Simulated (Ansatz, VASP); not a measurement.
**Two plane-wave programs on ZnBi3**

```
Zn Bi
1.0
     4.87316    0.00000    0.00000
     0.00000    4.87316    0.00000
     0.00000    0.00000    4.87316
Zn Bi
1 3
Cartesian
  0.0000 0.0000 0.0000
  0.0000 2.4366 2.4366
  2.4366 0.0000 2.4366
  2.4366 2.4366 0.0000
```

Alike in both runs: task single point; functional PBEsol; k mesh 4 × 4 × 4; occupations gaussian, width 0.1 eV; no spin polarisation.

```csv
,VASP,Ansatz
version,VASP 6.6.1,Ansatz 0.2.0
potentials or method,"VASP PAW PBE potentials, release 64 (Zn, Bi_d), cutoff 520 eV","scalar-relativistic, plane waves, PAW"
valence electrons in the cell,57,57
```

|  | VASP | Ansatz | Ansatz less VASP |
| --- | --- | --- | --- |
| gap on the k mesh at the Fermi level (eV) | none | none | - |
| pressure (GPa) | -2.2 | -2.1 | +0.05 |

VASP's potentials were made for PBE, not for PBEsol. A gap of «none» marks a metal or a gap that the smearing closes.

Neither program's run includes spin-orbit coupling.
